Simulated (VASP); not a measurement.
# Zr (P6_3/mmc) in VASP: notebook

The runs below take Zr through single point, with LDA.

Program: VASP 6.6.1. These are calculated values, not measurements. Logs are shortened: lines on timing, memory, paths and dates and some standing lists are left out, and cuts for length are marked.

### 1 The cell of the first run

Symmetry: P6_3/mmc, No. 194, hexagonal system. Conventional cell: a = 3.167 Å, b = 3.167 Å, c = 5.147 Å, α = 90.00°, β = 90.00°, γ = 120.00°. Within 4.2 Å of Zr (site symmetry -6m2) lie 12 Zr at 3.16 to 3.17 Å.

### 2 Single point, LDA (equal xx and yy strain of -2 %)

Contents of INCAR:

```
SYSTEM = Zr
PREC = Accurate
ENCUT = 520
EDIFF = 1E-6
ISMEAR = -1
SIGMA = 0.03
LREAL = .False.
LASPH = .True.
NELM = 60
ALGO = Normal
ISIF = 2
LWAVE = .False.
LCHARG = .False.
GGA = CA
NBANDS = 19
```

Contents of KPOINTS:

```
Automatic mesh
0
Gamma
  13 13 7
  0 0 0
```

Contents of POSCAR:

```
Zr
1.0
    3.1673582580      0.0000000000      0.0000000000
   -1.5836791290      2.7430127143      0.0000000000
    0.0000000000      0.0000000000      5.1470000000
Zr
2
Direct
    0.3333333333      0.6666666667      0.2500000000
    0.6666666667      0.3333333333      0.7500000000
```

Potentials or basis: VASP PAW LDA potentials, release 64 (Zr_sv).

On the command line:

```
$ cat potpaw_LDA.64/Zr_sv/POTCAR > POTCAR
$ mpirun -np 1 vasp_std > vasp.out
```

OUTCAR:

```text
SYSTEM = Zr
   PREC = Accurate
   ENCUT = 520
   EDIFF = 1E-6
   ISMEAR = -1
   LREAL = .False.
   LASPH = .True.
   NELM = 60
   ISIF = 2
   GGA = CA

 ion  position               nearest neighbor table
   1  0.333  0.667  0.250-   2 3.16   2 3.16   2 3.16   2 3.16   2 3.16   2 3.16
   2  0.667  0.333  0.750-   1 3.16   1 3.16   1 3.16   1 3.16   1 3.16   1 3.16

  LATTYP: Found a hexagonal cell.
 ALAT       =     3.1673582580
 C/A-ratio  =     1.6250135225

  Lattice vectors:

 A1 = (   3.1673582580,   0.0000000000,   0.0000000000)
 A2 = (  -1.5836791290,   2.7430127143,   0.0000000000)
 A3 = (   0.0000000000,   0.0000000000,   5.1470000000)

Analysis of symmetry for initial positions (statically):
=====================================================================
 Subroutine PRICEL returns:
 Original cell was already a primitive cell.

 Routine SETGRP: Setting up the symmetry group for a
 hexagonal supercell.

 Subroutine GETGRP returns: Found 24 space group operations
 (whereof 12 operations were pure point group operations)
 out of a pool of 24 trial point group operations.

The static configuration has the point symmetry D_3d.
 The point group associated with its full space group is D_6h.

Analysis of symmetry for dynamics (positions and initial velocities):
=====================================================================
 Subroutine PRICEL returns:
 Original cell was already a primitive cell.

 Routine SETGRP: Setting up the symmetry group for a
 hexagonal supercell.

 Subroutine GETGRP returns: Found 24 space group operations
 (whereof 12 operations were pure point group operations)
 out of a pool of 24 trial point group operations.

The dynamic configuration has the point symmetry D_3d.
 The point group associated with its full space group is D_6h.

 Subroutine INISYM returns: Found 24 space group operations
 (whereof 12 operations are pure point group operations),
 and found     1 'primitive' translations

----------------------------------------------------------------------------------------

                                     Primitive cell

  volume of cell :      44.7177

  direct lattice vectors                    reciprocal lattice vectors
     3.167358258  0.000000000  0.000000000     0.315720521  0.182281328  0.000000000
[... 76 lines left out ...]
 SYSTEM =  Zr
   PREC   = accura    normal or accurate (medium, high low for compatibility)
   ISTART =      0    job   : 0-new  1-cont  2-samecut
   ICHARG =      2    charge: 1-file 2-atom 10-const
   ISPIN  =      1    spin polarized calculation?
   LNONCOLLINEAR =      F non collinear calculations
   LSORBIT =      F    spin-orbit coupling
   LASPH  =      T    aspherical Exc in radial PAW
   ENCUT  =  520.0 eV  38.22 Ry    6.18 a.u.   5.89  5.89  9.57*2*pi/ulx,y,z
   NELM   =     60;   NELMIN=  2; NELMDL= -5     # of ELM steps
   EDIFF  = 0.1E-05   stopping-criterion for ELM
   LREAL  =      F    real-space projection
   EDIFFG = 0.1E-04   stopping-criterion for IOM
   NSW    =      0    number of steps for IOM
   IBRION =     -1    ionic relax: 0-MD 1-quasi-New 2-CG
   NFREE  =      0    steps in history (QN), initial steepest desc. (CG)
   ISIF   =      2    stress and relaxation
   ISYM   =      2    0-nonsym 1-usesym 2-fastsym
   POTIM  = 0.5000    time-step for ionic-motion
   TEBEG  =    0.0;   TEEND  =   0.0 temperature during run
   PSTRESS=    0.0 pullay stress
   NELECT =      24.0000    total number of electrons
   NUPDOWN=      -1.0000    fix difference up-down
   EMIN   =  10.00;   EMAX   =-10.00  energy-range for DOS
   EFERMI =   0.00;   METHOD = LEGACY
   ISMEAR =    -1;   SIGMA  =   0.03  broadening in eV -4-tet -1-fermi 0-gaus
   EFERMI_NEDOS =   21; number of points for ismear=-14 and -15
   IALGO  =     38    algorithm
   IMIX   =      4    mixing-type and parameters
     AMIX     =   0.40;   BMIX     =  1.00
     AMIX_MAG =   1.60;   BMIX_MAG =  1.00
  volume/ion in A,a.u.               =      22.36       150.88
  Fermi-wavevector in a.u.,A,eV,Ry     =   1.330410  2.514110 24.082188  1.769991
  Thomas-Fermi vector in A             =   2.459499
   LORBIT       =      0    0 simple, 1 ext, 2 COOP (PROOUT), +10 PAW based schemes
   GGA     = CA    functional components
   LHFCALC =     F    Hartree Fock is set to
   AEXX    =    0.0000 exact exchange contribution
   IVDW    =     0    specifies the selected vdW correction
   LEPSILON=     F    determine dielectric tensor
   LRPA    =     F    only Hartree local field effects (RPA)
 non-spin polarized calculation
  energy-cutoff  :      520.00
  volume of cell :       44.72
 maximum number of plane-waves:      1221
 NGX is ok and might be reduce to    24
   NGX = 11   NGY = 11   NGZ = 19

 number of electron      24.0000000 magnetization

 Free energy of the ion-electron system (eV)
  ---------------------------------------------------
  ext. energy  EPLUGINS =         0.00000000
  ---------------------------------------------------
  free energy    TOTEN  =       -18.57688691 eV

  energy without entropy =      -18.56985429  energy(sigma->0) =      -18.57337060

 E-fermi :   9.2500     XC(G=0): -11.4798

 val. band max:        9.2434889399   @ k =   0.0769   0.0769   0.1429
 cond. band min:       9.2507332509   @ k =   0.2308   0.1538   0.4286
 fundamental gap:      0.0072443110
 Fermi energy:         9.2500294924

 k-point     1 :       0.0000    0.0000    0.0000
  band No.  band energies     occupation
      1     -39.2313      2.00000
      2     -39.0575      2.00000
      3     -17.9599      2.00000
      4     -16.9575      2.00000
      5     -16.9575      2.00000
      6     -16.8401      2.00000
[... 505 lines left out ...]
      6     -17.0066      2.00000
[... 11 lines left out ...]
     18      11.5721      0.00000
     19      14.1857      0.00000

 [... further k-points ...]
[... 5 lines left out ...]
  --------------------------------------------------------------------------------------
  -------------------------------------------------------------------------------------
  Total       -0.6489839     -0.6489839     -0.7833219      0.0000000     -0.0000000      0.0000000
  in kB      -23.2522675    -23.2522675    -28.0654300      0.0000000     -0.0000000      0.0000000
  external PRESSURE =     -24.8566550 kB  Pullay stress =       0.0000000 kB

 VOLUME and BASIS-vectors are now :
 -----------------------------------------------------------------------------
  energy-cutoff  :      520.00
  volume of cell :       44.72
      direct lattice vectors                 reciprocal lattice vectors
     3.167358258  0.000000000  0.000000000     0.315720521  0.182281328  0.000000000
    -1.583679129  2.743012714  0.000000000     0.000000000  0.364562656  0.000000000
     0.000000000  0.000000000  5.147000000     0.000000000  0.000000000  0.194287935

 POSITION                                       TOTAL-FORCE (eV/Angst)
 -----------------------------------------------------------------------------------
     -0.00000      1.82868      1.28675         0.000000      0.000000      0.000000
      1.58368      0.91434      3.86025        -0.000000     -0.000000      0.000000
 -----------------------------------------------------------------------------------
    total drift:                               -0.000000      0.000000     -0.000000

  FREE ENERGIE OF THE ION-ELECTRON SYSTEM (eV)
  ---------------------------------------------------
  free  energy   TOTEN  =       -18.5768869078 eV

  energy  without entropy=      -18.5698542854  energy(sigma->0) =      -18.57337060
```

stdout:

```text
POSCAR found type information on POSCAR Zr
 POSCAR found :  1 types and       2 ions
 scaLAPACK will be used
 LDA part: xc-table for (Slater(with rela. corr.)+CA(PZ))
 , standard interpolation
 POSCAR, INCAR and KPOINTS ok, starting setup
 FFT: planning ... GRIDC
 FFT: planning ... GRID_SOFT
 FFT: planning ... GRID
 WAVECAR not read
 entering main loop
```

It took 68 s on 1 thread of Intel Xeon 8259CL, shared host; peak memory 0.18 GiB.

Results:

- Free energy: -18.5769 eV
- Pressure: -2.5 GPa
- Band gap on the k mesh: zero (band 12 reaches 10.14 eV, above the bottom of band 13 at 9.07 eV)

Stress tensor (GPa, compression positive):
```
-2.33  0.00  0.00
 0.00 -2.33  0.00
 0.00  0.00 -2.81
```

Levels at points of the mesh, in eV from the Fermi level:
| k point | band 10 | band 11 | band 12 | band 13 | band 14 | band 15 |
| --- | --- | --- | --- | --- | --- | --- |
| (0.00, 0.00, 0.00) | -3.15 | 0.82 | 0.87 | 0.87 | 1.25 | 1.55 |

Caveat: the cell differs from its parent crystal (equal xx and yy strain of -2 %).

### 3 Single point, LDA (zz strain of -2 %)

Contents of INCAR:

```
ALGO = Normal
EDIFF = 1E-6
ENCUT = 520
ISIF = 2
ISMEAR = -1
LASPH = T
LCHARG = T
LELF = T
LREAL = F
LVHAR = T
LWAVE = F
NBANDS = 19
NELM = 80
PREC = Accurate
SIGMA = 0.03
```

Contents of KPOINTS:

```
k-points
0
Gamma
  13 13 7
```

Contents of POSCAR:

```
Zr
1.0
    3.2319982225      0.0000000000      0.0000000000
   -1.6159991112      2.7989925656      0.0000000000
    0.0000000000      0.0000000000      5.0440600000
Zr
2
Direct
    0.3333333333      0.6666666667      0.2500000000
    0.6666666667      0.3333333333      0.7500000000
```

Potentials or basis: VASP PAW LDA potentials, release 64 (Zr_sv).

On the command line:

```
$ cat potpaw_LDA.64/Zr_sv/POTCAR > POTCAR
$ mpirun -np 1 vasp_std > vasp.out
```

Wall time 83 s (1 thread of Intel Xeon 8259CL, shared host); peak memory 0.18 GiB.

It converged, with:

```
Free energy            : -18.5506 eV
Pressure               : -4.2 GPa
Band gap on the k mesh : zero (band 12 reaches 9.97 eV, above the bottom of band 13 at 8.82 eV)
```

Stress tensor (GPa, compression positive):
```
-5.03  0.00  0.00
 0.00 -5.03  0.00
 0.00  0.00 -2.54
```

Levels at points of the mesh, in eV from the Fermi level:
```tsv
k point	band 9	band 10	band 11	band 12	band 13	band 14	band 15	band 16
(0.00, 0.00, 0.00)	-5.70	-3.12	0.76	0.76	1.14	1.47	1.52	1.52
```

Caveat: the cell differs from its parent crystal (zz strain of -2 %).

### 4 Single point, LDA (equal xx and yy strain of -1 %)

Contents of INCAR:

```
SYSTEM = Zr
PREC = Accurate
ENCUT = 520
EDIFF = 1E-7
ISMEAR = -1
SIGMA = 0.03
LREAL = .False.
LASPH = .True.
NELM = 80
ALGO = Normal
ISIF = 2
LWAVE = .False.
LCHARG = .True.
GGA = CA
LELF = .True.
LVHAR = .True.
NBANDS = 19
```

Contents of KPOINTS:

```
regular mesh
0
Gamma
  13 13 7
  0 0 0
```

Contents of POSCAR:

```
Zr
1.0
    3.1996782403      0.0000000000      0.0000000000
   -1.5998391201      2.7710026399      0.0000000000
    0.0000000000      0.0000000000      5.1470000000
Zr
2
Direct
    0.3333333333      0.6666666667      0.2500000000
    0.6666666667      0.3333333333      0.7500000000
```

On the command line:

```
$ cat potpaw_LDA.64/Zr_sv/POTCAR > POTCAR
$ mpirun -np 1 vasp_std > vasp.out
```

Wall time 82 s (1 thread of Intel Xeon 8259CL, shared host); peak memory 0.18 GiB.

The run converged. Its results:

```
Free energy            : -18.5580 eV
Pressure               : -4.3 GPa
Band gap on the k mesh : zero (band 12 reaches 9.92 eV, above the bottom of band 13 at 8.82 eV)
```

Stress tensor (GPa, compression positive):
```
-4.38  0.00  0.00
 0.00 -4.38  0.00
 0.00  0.00 -4.20
```

Levels at points of the mesh, in eV from the Fermi level:
```tsv
k point	band 9	band 10	band 11	band 12	band 13	band 14	band 15	band 16
(0.00, 0.00, 0.00)	-5.68	-3.10	0.84	0.84	0.90	1.25	1.53	1.53
```

Caveat: the cell differs from its parent crystal (equal xx and yy strain of -1 %).

### 5 Single point, LDA (zz strain of -1 %)

Contents of INCAR:

```
SYSTEM = Zr
ALGO = Normal ; EDIFF = 1E-6
ENCUT = 520 ; ISIF = 2
ISMEAR = -1 ; LASPH = .TRUE.
LCHARG = .TRUE. ; LELF = .TRUE.
LREAL = .FALSE. ; LVHAR = .TRUE.
LWAVE = .FALSE. ; NBANDS = 19
NELM = 60 ; PREC = Accurate
SIGMA = 0.03
```

Contents of KPOINTS:

```
k-points
0
G
  13 13 7
  0 0 0
```

Contents of POSCAR:

```
Zr
1.0
    3.2319982225      0.0000000000      0.0000000000
   -1.6159991112      2.7989925656      0.0000000000
    0.0000000000      0.0000000000      5.0955300000
Zr
2
Direct
    0.3333333333      0.6666666667      0.2500000000
    0.6666666667      0.3333333333      0.7500000000
```

On the command line:

```
$ cat potpaw_LDA.64/Zr_sv/POTCAR > POTCAR
$ mpirun -np 1 vasp_std > vasp.out
```

Wall time 79 s (1 thread of Intel Xeon 8259CL, shared host); peak memory 0.18 GiB.

It converged, with:

* Free energy: -18.5411 eV
* Pressure: -5.1 GPa
* Band gap on the k mesh: zero (band 12 reaches 9.87 eV, above the bottom of band 13 at 8.70 eV)

Stress tensor (GPa, compression positive):
```
-5.68  0.00  0.00
 0.00 -5.68  0.00
 0.00  0.00 -4.07
```

Levels at points of the mesh, in eV from the Fermi level:
| k point | band 9 | band 10 | band 11 | band 12 | band 13 | band 14 | band 15 | band 16 |
| --- | --- | --- | --- | --- | --- | --- | --- | --- |
| (0.00, 0.00, 0.00) | -5.67 | -3.09 | 0.79 | 0.79 | 1.05 | 1.35 | 1.51 | 1.51 |

Caveat: the cell differs from its parent crystal (zz strain of -1 %).

### 6 Overview

| cell | gap on the mesh (eV) | pressure (GPa) |
| --- | --- | --- |
| a = 3.167, b = 3.167, c = 5.147 Å, angles 90.0, 90.0, 120.0°, 2 atoms | none | -2.5 |
| a = 3.232, b = 3.232, c = 5.044 Å, angles 90.0, 90.0, 120.0°, 2 atoms | none | -4.2 |
| a = 3.200, b = 3.200, c = 5.147 Å, angles 90.0, 90.0, 120.0°, 2 atoms | none | -4.3 |
| a = 3.232, b = 3.232, c = 5.096 Å, angles 90.0, 90.0, 120.0°, 2 atoms | none | -5.1 |

Alike in all rows: task single point; level LDA; potentials or basis VASP PAW LDA potentials, release 64 (Zr_sv); no spin polarisation; k mesh 13 × 13 × 7; cutoff (eV) 520; smearing fermi-dirac 0.03 eV.

Total energies depend on the potentials used, so only differences within one code and one set of settings carry meaning.
